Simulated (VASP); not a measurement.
Input of a VASP 6.6.1 run:

The input INCAR:

```
SYSTEM = Lu3Zn2Ge
PREC     = Accurate       ! precision mode
ENCUT    = 520            ! plane-wave cutoff, eV
EDIFF    = 1E-6           ! SCF threshold, eV
ISMEAR   = 0              ! smearing method
SIGMA    = 0.1            ! smearing width, eV
LREAL    = .False.        ! projectors in reciprocal space
LASPH    = .True.         ! aspherical terms in the spheres
NELM     = 100            ! most SCF steps
ALGO     = Fast           ! electronic algorithm
ISIF     = 2              ! what is computed and relaxed
LWAVE    = .False.        ! write WAVECAR
LCHARG   = .True.         ! write CHGCAR
GGA      = PE             ! functional
LELF     = .True.         ! ELF
LVHAR    = .True.       
NBANDS   = 66             ! bands
```

KPOINTS

```
Automatic mesh
0
Gamma
  3 3 6
  0 0 0
```

The input POSCAR:

```
Lu3Zn2Ge
1.0
    6.4832790436      0.0000000030      0.0000000000
   -3.2416395244      5.6146843501      0.0000000000
    0.0000000000      0.0000000000      4.3983387463
Lu Zn Ge
3 2 1
Direct
    0.5000000000      0.0000000000      0.5000000000
    0.0000000000      0.5000000000      0.5000000000
    0.5000000000      0.5000000000      0.5000000000
    0.6666666667      0.3333333333      0.0000000000
    0.3333333333      0.6666666667      0.0000000000
    0.0000000000      0.0000000000      0.0000000000
```

Potentials or basis: VASP PAW PBE potentials, release 64 (Lu, Zn, Ge_d).

The run is started by

```bash
$ cat potpaw_PBE.64/Lu/POTCAR potpaw_PBE.64/Zn/POTCAR potpaw_PBE.64/Ge_d/POTCAR > POTCAR
$ mpirun -np 1 vasp_std > vasp.out
```

Problem. Predict the pressure.

Solution. 0.0 GPa.

Problem. What does it give for the band gap on the k mesh?

Solution. Zero (an odd number of electrons rules out a gap without spin polarisation).

Stress tensor (GPa, compression positive):
```
 0.10  0.00  0.00
 0.00  0.10  0.00
 0.00  0.00 -0.23
```

Caveat: the k points lie up to 0.37 Å⁻¹ apart, too coarse for converged energies and pressures of a metal; spin-orbit coupling is left out, which moves the levels of the heavy elements.
